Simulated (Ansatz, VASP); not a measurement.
# Two plane-wave programs on ZnS

Contents of INCAR:

```
SYSTEM = ZnS
PREC = Accurate ; ENCUT = 520
EDIFF = 1E-7 ; ISMEAR = 0
SIGMA = 0.05 ; LREAL = .False.
LASPH = .True. ; NELM = 100
ALGO = Normal ; ISIF = 2
LWAVE = .False. ; LCHARG = .False.
GGA = PE ; NBANDS = 16
```

Contents of KPOINTS:

```
Automatic mesh
0
Gamma
  10 10 10
  0 0 0
```

The input POSCAR:

```
ZnS
1.0
    0.0000000000      2.7046500000      2.7046500000
    2.7046500000      0.0000000000      2.7046500000
    2.7046500000      2.7046500000      0.0000000000
Zn S
1 1
Direct
    0.0000000000      0.0000000000      0.0000000000
    0.7761441141      0.7500000000      0.7500000000
```

Input for Ansatz:

```yaml
crystal:
  lattice:
    - [0.0, 2.70465, 2.70465]
    - [2.70465, 0.0, 2.70465]
    - [2.70465, 2.70465, 0.0]
  atoms:
    - { symbol: Zn, position: [0.0, 0.0, 0.0] }
    - { symbol: S, position: [0.7761441141, 0.75, 0.75] }
basis:
  ecutwfc: 420
kpoints:
  mp_grid: { grid: [10, 10, 10] }
hamiltonian:
  xc: pbe
scf:
  occupations: { method: gaussian, width: 0.05 }
output:
  forces: true
  stress: true
  eigenvalues: true
```

Change from the starting cell: all S atoms moved -0.100 Å, as atom 2 towards its neighbour atom 2 (S) at 3.825 Å.

Alike in both runs: task single point; functional PBE; k mesh 10 × 10 × 10; occupations gaussian, width 0.05 eV; no spin polarisation.

|  | VASP | Ansatz |
| --- | --- | --- |
| version | VASP 6.6.1 | Ansatz 0.2.0 |
| potentials or method | VASP PAW PBE potentials, release 64 (Zn, S), cutoff 520 eV | scalar-relativistic, plane waves, PAW |
| valence electrons in the cell | 18 | 18 |

```csv
,VASP,Ansatz,Ansatz less VASP
gap on the k mesh at the Fermi level (eV),2.04,2.03,-0.006
least direct gap on the mesh (eV),2.04,2.03,-0.006
pressure (GPa),1.9,1.7,-0.16
"traceless stress, the component that is largest in VASP (GPa)",1.65,1.63,-0.024
rms of the force components (eV/Å),0.345,0.343,-0.0025
```

Atom by atom the forces differ by 0.003 eV/Å (rms over components).
